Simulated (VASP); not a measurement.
Input of a VASP 6.6.1 run:

The input INCAR:

```
SYSTEM = ZrS2
ALGO = Normal ; DIPOL = 0.5 0.5 0.285
EDIFF = 1E-6 ; ENCUT = 400
GGA = CA ; GGA_COMPAT = .FALSE.
IDIPOL = 3 ; ISIF = 2
ISMEAR = 0 ; LASPH = .TRUE.
LCHARG = .FALSE. ; LDIPOL = .TRUE.
LREAL = .FALSE. ; LWAVE = .FALSE.
NBANDS = 19 ; NELM = 120
NELMDL = -8 ; PREC = Accurate
SIGMA = 0.03
```

Contents of KPOINTS:

```
k-points
0
G
  12 12 1
  0 0 0
```

The input POSCAR:

```
ZrS2
1.0
    3.6063006043      0.0000000000      0.0000000000
   -1.8031503022      3.1231479370      0.0000000000
    0.0000000000      0.0000000000     29.6000000022
S Zr
2 1
Direct
    0.3333333333      0.6666666667      0.2367938823
    0.6666666667      0.3333333333      0.3341520636
    0.0000000000      0.0000000000      0.2854729730
```

Potentials or basis: VASP PAW LDA potentials, release 64 (S, Zr_sv).

Launch:

```console
$ cat potpaw_LDA.64/S/POTCAR potpaw_LDA.64/Zr_sv/POTCAR > POTCAR
$ mpirun -np 1 vasp_std > vasp.out
```

Problem. Predict the band gap on the k mesh.

Solution. 0.96 eV (least direct gap 1.56 eV).

Problem. What does it give for the largest force?

Solution. 0.018 eV/Å.

Forces on the atoms (eV/Å):
```
S    0.000  0.000 -0.018
S    0.000  0.000  0.018
Zr   0.000  0.000  0.000
```
